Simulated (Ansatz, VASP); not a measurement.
KCl: VASP beside Ansatz

The input INCAR:

```
SYSTEM = KCl
ALGO = Normal ; EDIFF = 1E-6
ENCUT = 520 ; GGA = PE
ISIF = 2 ; ISMEAR = -1
LASPH = .True. ; LCHARG = .False.
LREAL = .False. ; LWAVE = .False.
NBANDS = 15 ; NELM = 60
PREC = Accurate ; SIGMA = 0.02
```

Contents of KPOINTS:

```
k-points
0
Gamma
  8 8 8
  0 0 0
```

Contents of POSCAR:

```
KCl
1.0
    0.0000000000      3.1448483123      3.3020907279
    3.1448483123      0.0000000000      3.3020907279
    3.1448483123      3.1448483123      0.0000000000
K Cl
1 1
Direct
    0.0000000000      0.0000000000      0.0000000000
    0.5000000000      0.5000000000      0.5000000000
```

Input for Ansatz:

```yaml
crystal:
  lattice:
    - [0.0, 3.1448483123, 3.3020907279]
    - [3.1448483123, 0.0, 3.3020907279]
    - [3.1448483123, 3.1448483123, 0.0]
  atoms:
    - { symbol: K, position: [0.0, 0.0, 0.0] }
    - { symbol: Cl, position: [0.5, 0.5, 0.5] }
kpoints:
  mp_grid: { grid: [8, 8, 8] }
  band_path:
    path:
      - [0.0, 0.0, 0.0]
      - [0.5, 0.0, 0.5]
      - [0.625, 0.25, 0.625]
      - [0.375, 0.375, 0.75]
      - [0.5, 0.5, 0.5]
      - [0.5, 0.25, 0.75]
    npoints: 1
hamiltonian:
  xc: pbe
scf:
  occupations: { method: fermi_dirac, width: 0.02 }
  n_extra_bands: 4
output:
  forces: true
  stress: true
  eigenvalues: true
```

Change from the starting cell: uniaxial_z strain +5.0%.

Alike in both runs: task single point; functional PBE; k mesh 8 × 8 × 8; occupations fermi-dirac, width 0.02 eV; no spin polarisation.

|  | VASP | Ansatz |
| --- | --- | --- |
| version | VASP 6.6.1 | Ansatz 0.2.0 |
| potentials or method | VASP PAW PBE potentials, release 64 (K_sv, Cl) | plane waves, PAW |
| plane-wave cutoff (eV) | 520 | 420 |
| valence electrons in the cell | 16 | 16 |

```csv
,VASP,Ansatz,Ansatz less VASP
gap on the k mesh at the Fermi level (eV),5.02,5.02,+0.002
pressure (GPa),0.0,0.0,-0.02
"traceless stress, the component that is largest in VASP (GPa)",-0.87,-0.86,+0.017
```

The functional is the same, so the differences come from potentials, cutoffs and numerics.
